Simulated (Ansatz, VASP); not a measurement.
# One calculation of Ge, two programs

The input INCAR:

```
SYSTEM = Ge
ALGO = Normal ; EDIFF = 1E-8
ENCUT = 520 ; GGA = PE
ISIF = 2 ; ISMEAR = -1
LASPH = .True. ; LCHARG = .False.
LEFG = .True. ; LREAL = .False.
LWAVE = .False. ; NBANDS = 21
NELM = 60 ; PREC = Accurate
SIGMA = 0.001
```

The input KPOINTS:

```
k-points
0
Gamma
  15 15 15
  0 0 0
```

File POSCAR:

```
Ge
1.0
   -2.4958980000      2.6508630000      1.4369470000
    2.4958980000     -2.6508630000      1.4369470000
    2.4958980000      2.6508630000     -1.4369470000
Ge
2
Direct
    0.6859430000      0.9359430000      0.7500000000
    0.3140570000      0.0640570000      0.2500000000
```

Input for Ansatz:

```yaml
crystal:
  lattice:
    - [-2.495898, 2.650863, 1.436947]
    - [2.495898, -2.650863, 1.436947]
    - [2.495898, 2.650863, -1.436947]
  atoms:
    - { symbol: Ge, position: [0.685943, 0.935943, 0.75] }
    - { symbol: Ge, position: [0.314057, 0.064057, 0.25] }
kpoints:
  mp_grid: { grid: [15, 15, 15] }
  band_path:
    path:
      - [0.0, 0.0, 0.0]
      - [0.5, -0.5, 0.5]
      - [0.4716251834, -0.4716251834, 0.5283748166]
      - [-0.4716251834, 0.4716251834, 0.4716251834]
      - [0.0, 0.0, 0.0]
      - [0.3234593264, 0.3234593264, -0.3234593264]
      - [0.6765406736, -0.3234593264, 0.3234593264]
      - [0.5, -0.5, 0.5]
      - [0.0, 0.0, 0.0]
    npoints: 5
scf:
  occupations: { method: fermi_dirac, width: 0.001 }
hamiltonian:
  xc: pbe
  pseudopotentials: { kind: paw }
output:
  forces: true
  stress: true
  eigenvalues: true
  efg: { contact_densities: true }
```

Alike in both runs: task electric field gradients; functional PBE; k mesh 15 × 15 × 15; occupations fermi-dirac, width 0.001 eV; no spin polarisation.

|  | VASP | Ansatz |
| --- | --- | --- |
| version | VASP 6.6.1 | Ansatz 0.2.0 |
| potentials or method | VASP PAW PBE potentials, release 64 (Ge_d) | PAW with Ansatz's default frozen-core files, scalar-relativistic |
| plane-wave cutoff (eV) | 520 | 420 |
| valence electrons in the cell | 28 | 28 |

```csv
,VASP,Ansatz,Ansatz less VASP
gap on the k mesh at the Fermi level (eV),none,none,-
pressure (GPa),1.1,1.1,-0.03
"traceless stress, the component that is largest in VASP (GPa)",-0.60,-0.60,-0.002
rms of the force components (eV/Å),0.021,0.021,+0.0004
```

Atom by atom the forces differ by 0.000 eV/Å (rms over components). A gap of «none» marks a metal or a gap that the smearing closes.
